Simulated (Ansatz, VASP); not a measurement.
# ZnS: VASP beside Ansatz

```
CELL_PARAMETERS angstrom
3.78224 0.00000 0.00000
-1.89112 3.27551 0.00000
0.00000 0.00000 6.20818
ATOMIC_POSITIONS crystal
Zn 0.33333 0.66667 0.00044
Zn 0.66667 0.33333 0.50044
S 0.33333 0.66667 0.37456
S 0.66667 0.33333 0.87456
```

Change from the starting cell: polar distortion scaled by 1.00.

Alike in both runs: task single point; functional LDA; k mesh 9 × 9 × 6; no spin polarisation.

```csv
,VASP,Ansatz
version,VASP 6.6.1,Ansatz 0.2.0
potentials or method,"VASP PAW LDA potentials, release 64 (Zn, S), cutoff 520 eV","scalar-relativistic, plane waves, PAW"
occupations,"gaussian, width 0.01 eV",fixed
valence electrons in the cell,36,36
```

Ansatz gave:

* gap on the k mesh at the Fermi level (eV): 2.03
* least direct gap on the mesh (eV): 2.03
* pressure (GPa): -2.7

Question: Which values does VASP return?

Answer: gap on the k mesh at the Fermi level (eV): 2.07; least direct gap on the mesh (eV): 2.07; pressure (GPa): -2.5.

Ansatz warns that its potentials were made for another functional, while VASP's fit it. LDA's correlation is that of Perdew and Zunger in VASP and of Perdew and Wang (1992) in Ansatz.
